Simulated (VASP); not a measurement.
A run of VASP 6.6.1 is set up as follows.

The input INCAR:

```
PREC = Accurate
ENCUT = 520
EDIFF = 1E-6
ISMEAR = -1
SIGMA = 0.05
LREAL = False
LASPH = True
NELM = 60
ALGO = Normal
ISIF = 2
LWAVE = False
LCHARG = True
LELF = True
LVHAR = True
NBANDS = 14
```

File KPOINTS:

```
Automatic mesh
0
Gamma
  12 12 12
```

Contents of POSCAR:

```
Bi
1.0
    2.6968645676      0.0000000000      0.0000000000
    0.0000000000      2.6968645676      0.0000000000
    0.0000000000      0.0000000000      2.6968645676
Bi
1
Direct
    0.0000000000      0.0000000000      0.0000000000
```

Potentials or basis: VASP PAW LDA potentials, release 64 (Bi_d).

Launch:

```bash
$ cat potpaw_LDA.64/Bi_d/POTCAR > POTCAR
$ mpirun -np 1 vasp_std > vasp.out
```

(1) Estimate the pressure.

Results:

(1) 95.6 GPa.
